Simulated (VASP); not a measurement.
# B4Ru (Pm-3m) in VASP: a series of runs, part 2 of 2

VASP 6.6.1.

## Step 5: Relaxation of cell and atoms, PBE

This run uses another cell than the first one, of 10.92 Å³/atom, 1.309 times its volume.

Input file INCAR:

```
SYSTEM = B4Ru
ALGO = Normal ; EDIFF = 1E-6
EDIFFG = -0.04 ; ENCUT = 600
GGA = PE ; IBRION = 2
ISIF = 3 ; ISMEAR = 0
LASPH = .TRUE. ; LCHARG = .FALSE.
LREAL = .FALSE. ; LWAVE = .FALSE.
NELM = 60 ; NSW = 90
PREC = Accurate ; SIGMA = 0.1
```

Input file KPOINTS:

```
k-points
0
G
  4 4 4
  0 0 0
```

Input file POSCAR:

```
B4Ru
1.0
    3.7941534700      0.0000000000      0.0000000000
    0.0000000000      3.7941534700      0.0000000000
    0.0000000000      0.0000000000      3.7941534700
B Ru
4 1
Direct
    0.0000000000      0.0000000000      0.0000000000
    0.5000000000      0.0000000000      0.0000000000
    0.0000000000      0.5000000000      0.0000000000
    0.0000000000      0.0000000000      0.5000000000
    0.5000000000      0.5000000000      0.5000000000
```

Potentials or basis: VASP PAW PBE potentials, release 64 (B, Ru_pv).

Command:

```bash
$ cat potpaw_PBE.64/B/POTCAR potpaw_PBE.64/Ru_pv/POTCAR > POTCAR
$ mpirun -np 1 vasp_std > vasp.out
```

OUTCAR:

```text
SYSTEM = B4Ru
   EDIFF = 1E-6
   EDIFFG = -0.04
   ENCUT = 600
   GGA = PE
   IBRION = 2
   ISIF = 3
   ISMEAR = 0
   LASPH = .TRUE.
   LREAL = .FALSE.
   NELM = 60
   NSW = 90
   PREC = Accurate

 ion  position               nearest neighbor table
   1  0.000  0.000  0.000-   2 1.90   3 1.90   4 1.90   4 1.90   3 1.90   2 1.90
   2  0.500  0.000  0.000-   1 1.90   1 1.90   5 2.68   5 2.68   5 2.68   5 2.68
   3  0.000  0.500  0.000-   1 1.90   1 1.90   5 2.68   5 2.68   5 2.68   5 2.68
   4  0.000  0.000  0.500-   1 1.90   1 1.90   5 2.68   5 2.68   5 2.68   5 2.68
   5  0.500  0.500  0.500-   2 2.68   3 2.68   4 2.68   2 2.68   3 2.68   2 2.68   4 2.68   2 2.68
                             3 2.68   4 2.68   3 2.68   4 2.68

  LATTYP: Found a simple cubic cell.
 ALAT       =     3.7941534700

  Lattice vectors:

 A1 = (   3.7941534700,   0.0000000000,   0.0000000000)
 A2 = (   0.0000000000,   3.7941534700,   0.0000000000)
 A3 = (   0.0000000000,   0.0000000000,   3.7941534700)

Analysis of symmetry for initial positions (statically):
=====================================================================
 Subroutine PRICEL returns:
 Original cell was already a primitive cell.

 Routine SETGRP: Setting up the symmetry group for a
 simple cubic supercell.

 Subroutine GETGRP returns: Found 48 space group operations
 (whereof 48 operations were pure point group operations)
 out of a pool of 48 trial point group operations.

The static configuration has the point symmetry O_h .

Analysis of symmetry for dynamics (positions and initial velocities):
=====================================================================
 Subroutine PRICEL returns:
 Original cell was already a primitive cell.

 Routine SETGRP: Setting up the symmetry group for a
 simple cubic supercell.

 Subroutine GETGRP returns: Found 48 space group operations
 (whereof 48 operations were pure point group operations)
 out of a pool of 48 trial point group operations.

The dynamic configuration has the point symmetry O_h .

 Subroutine INISYM returns: Found 48 space group operations
 (whereof 48 operations are pure point group operations),
 and found     1 'primitive' translations

[... 110 lines left out ...]
   GGA     = PE    functional components
   LHFCALC =     F    Hartree Fock is set to
   AEXX    =    0.0000 exact exchange contribution
   IVDW    =     0    specifies the selected vdW correction
   LEPSILON=     F    determine dielectric tensor
   LRPA    =     F    only Hartree local field effects (RPA)
 conjugate gradient relaxation of ions
 non-spin polarized calculation
 Gauss-broadening in eV      SIGMA  =   0.10
  energy-cutoff  :      600.00
  volume of cell :       54.62
 maximum number of plane-waves:      1856
   NGX = 15   NGY = 15   NGZ = 15

--------------------------------------- Ionic step        1  -------------------------------------------

 number of electron      26.0000001 magnetization

 Free energy of the ion-electron system (eV)
  ---------------------------------------------------
  ext. energy  EPLUGINS =         0.00000000
  ---------------------------------------------------
  free energy    TOTEN  =       -28.10934149 eV

  energy without entropy =      -28.08919047  energy(sigma->0) =      -28.09926598

------------------------ aborting loop because EDIFF is reached ----------------------------------------

  FORCE on cell =-STRESS in cart. coord.  units (eV):
  Direction    XX          YY          ZZ          XY          YZ          ZX
  --------------------------------------------------------------------------------------
  -------------------------------------------------------------------------------------
  Total      -11.2550317    -11.2550317    -11.2550317     -0.0000000     -0.0000000      0.0000000
  in kB     -330.1510061   -330.1510061   -330.1510061     -0.0000000     -0.0000000      0.0000000
  external PRESSURE =    -330.1510061 kB  Pullay stress =       0.0000000 kB
[... 26 lines left out ...]
--------------------------------------- Ionic step        2  -------------------------------------------

 number of electron      25.9999998 magnetization

 E-fermi :  10.6378     XC(G=0): -13.1179

 val. band max:       10.6078407358   @ k =   0.5000   0.2500   0.0000
 cond. band min:      10.6533267211   @ k =   0.5000   0.2500   0.2500
 fundamental gap:      0.0454859853
 Fermi energy:        10.6378360665

 k-point     1 :       0.0000    0.0000    0.0000
  band No.  band energies     occupation
      1     -32.1823      2.00000
      2     -32.1823      2.00000
      3     -32.1823      2.00000
      4      -5.5486      2.00000
      5       2.9158      2.00000
      6       2.9158      2.00000
[... 227 lines left out ...]
--------------------------------------- Ionic step        3  -------------------------------------------

 number of electron      26.0000002 magnetization

 Free energy of the ion-electron system (eV)
  ---------------------------------------------------
  ext. energy  EPLUGINS =         0.00000000
  ---------------------------------------------------
  free energy    TOTEN  =       -29.80168698 eV

  energy without entropy =      -29.79249895  energy(sigma->0) =      -29.79709296

 E-fermi :   9.5921     XC(G=0): -12.7658

 val. band max:        9.4801640493   @ k =   0.5000   0.2500   0.0000
 cond. band min:       9.6712059210   @ k =   0.5000   0.2500   0.2500
 fundamental gap:      0.1910418717
 Fermi energy:         9.5920944578

 k-point     1 :       0.0000    0.0000    0.0000
  band No.  band energies     occupation
      1     -33.0882      2.00000
      2     -33.0882      2.00000
      3     -33.0882      2.00000
      4      -5.8263      2.00000
      5       2.4397      2.00000
      6       2.4397      2.00000
[... 221 lines left out ...]
  FREE ENERGIE OF THE ION-ELECTRON SYSTEM (eV)
  ---------------------------------------------------
  free  energy   TOTEN  =       -29.8016869776 eV

  energy  without entropy=      -29.7924989519  energy(sigma->0) =      -29.79709296

 reached required accuracy - stopping structural energy minimisation
```

Wall time 38 s (1 thread of Intel Xeon Platinum 8259CL at 2.50GHz (Skylake/Cascade Lake), shared host); peak memory 0.18 GiB.

Results:

- Free energy: -29.8017 eV
- Relaxed volume: 8.32 Å³/atom
- Relaxed cell: a = 3.465 Å, b = 3.465 Å, c = 3.465 Å, α = 90.00°, β = 90.00°, γ = 90.00°
- Space group after relaxing (to 0.05 Å): Pm-3m (No. 221)
- Energy gained by relaxing: 338.5 meV/atom
- Ionic steps: 3
- Pressure after relaxing: 0.4 GPa
- Band gap on the k mesh: zero (band 13 reaches 9.90 eV, above the bottom of band 14 at 9.02 eV)

The path:
| step | energy change (eV) | largest force (eV/Å) | pressure (GPa) | volume (Å³) |
| --- | --- | --- | --- | --- |
| 1 | 0.0000 | 0.0000 | -33.02 | 54.62 |
| 2 | -1.5346 | 0.0000 | 17.94 | 38.69 |
| 3 | -1.6923 | 0.0000 | 0.39 | 41.60 |

Final structure:
```
B Ru
1.0
     3.46485    0.00000    0.00000
     0.00000    3.46485    0.00000
     0.00000    0.00000    3.46485
B Ru
4 1
Direct
  0.00000 0.00000 0.00000
  0.50000 0.00000 0.00000
  0.00000 0.50000 0.00000
  0.00000 0.00000 0.50000
  0.50000 0.50000 0.50000
```

Caveat: the k points lie up to 0.45 Å⁻¹ apart in the final cell; the volume moved by over 15 % at a fixed basis, so the end points are rough.

## Step 6: Relaxation of cell and atoms, PBE

Input file INCAR:

```
PREC = Accurate
ENCUT = 600
EDIFF = 1E-6
ISMEAR = 0
SIGMA = 0.1
LREAL = F
LASPH = T
NELM = 100
ALGO = Normal
ISIF = 3
LWAVE = F
LCHARG = F
GGA = PE
IBRION = 2
NSW = 90
EDIFFG = -0.04
```

Input file KPOINTS:

```
Automatic mesh
0
Gamma
  6 6 6
```

Edit POSCAR of step 5 so:

```diff
@@ -2,5 +2,5 @@
 1.0
-    3.7941534700      0.0000000000      0.0000000000
-    0.0000000000      3.7941534700      0.0000000000
-    0.0000000000      0.0000000000      3.7941534700
+    3.4683702884      0.0000000000      0.0000000000
+    0.0000000000      3.4683702884      0.0000000000
+    0.0000000000      0.0000000000      3.4683702884
 B Ru
```

Potentials or basis: VASP PAW PBE potentials, release 64 (B, Ru_pv).

Command:

```bash
$ cat potpaw_PBE.64/B/POTCAR potpaw_PBE.64/Ru_pv/POTCAR > POTCAR
$ mpirun -np 1 vasp_std > vasp.out
```

It took 33 s on 1 thread of Intel Xeon Platinum 8259CL at 2.50GHz (Skylake/Cascade Lake), shared host; peak memory 0.16 GiB.

Results (log left out):

```yaml
Free_energy: -29.7576 eV
Relaxed_volume: 8.26 Å³/atom
Relaxed_cell: a = 3.457 Å, b = 3.457 Å, c = 3.457 Å, α = 90.00°, β = 90.00°, γ = 90.00°
Space_group_after_relaxing_to_0.05_Å: Pm-3m (No. 221)
Energy_gained_by_relaxing: 0.1 meV/atom
Ionic_steps: 2
Pressure_after_relaxing: 0.7 GPa
Band_gap_on_the_k_mesh: zero (band 13 reaches 10.22 eV, above the bottom of band 14 at 8.84 eV)
```

Step by step:
| step | energy change (eV) | largest force (eV/Å) | pressure (GPa) | volume (Å³) |
| --- | --- | --- | --- | --- |
| 1 | 0.0000 | 0.0000 | -1.28 | 41.72 |
| 2 | -0.0007 | 0.0000 | 0.74 | 41.32 |

Final structure:
```yaml
crystal:
  lattice:
    - [3.45717, 0.00000, 0.00000]
    - [0.00000, 3.45717, 0.00000]
    - [0.00000, 0.00000, 3.45717]
  atoms:
    - { symbol: B, position: [0.00000, 0.00000, 0.00000] }
    - { symbol: B, position: [0.50000, 0.00000, 0.00000] }
    - { symbol: B, position: [0.00000, 0.50000, 0.00000] }
    - { symbol: B, position: [0.00000, 0.00000, 0.50000] }
    - { symbol: Ru, position: [0.50000, 0.50000, 0.50000] }
```

Levels at points of the mesh, in eV from the Fermi level:
```csv
k point,band 11,band 12,band 13,band 14,band 15,band 16
"(0.00, 0.00, 0.00)",-1.77,-1.77,0.03,1.97,1.97,2.59
"(0.50, 0.00, 0.00)",-1.32,-1.32,-1.21,-0.69,-0.49,-0.49
"(0.50, 0.50, 0.00)",-2.86,-1.04,-0.32,1.57,1.57,2.49
"(0.50, 0.50, 0.50)",-0.72,-0.72,0.27,0.27,0.27,3.23
```

## Step 7: Overview

```tsv
task	cell	k mesh	cutoff (eV)	gap on the mesh (eV)	pressure (GPa)
single point	a = 3.468 Å, 5 atoms	4 × 4 × 4	520	none	-0.3
single point	a = 3.794 Å, 5 atoms	4 × 4 × 4	520	none	-32.9
single point	a = 3.461 Å, 5 atoms	6 × 6 × 6	520	none	-0.1
relaxation of cell and atoms	relaxed from a = 3.794 Å, 5 atoms	4 × 4 × 4	600	none	0.4
relaxation of cell and atoms	relaxed from a = 3.468 Å, 5 atoms	6 × 6 × 6	600	none	0.7
```

Alike in all rows: level PBE; potentials or basis VASP PAW PBE potentials, release 64 (B, Ru_pv); no spin polarisation; smearing gaussian 0.1 eV.

Caveats: some runs use coarse meshes; the volume moved by over 15 % at a fixed basis, so the end points are rough (some runs).

Absolute energies hang on the potentials; compare differences alone.
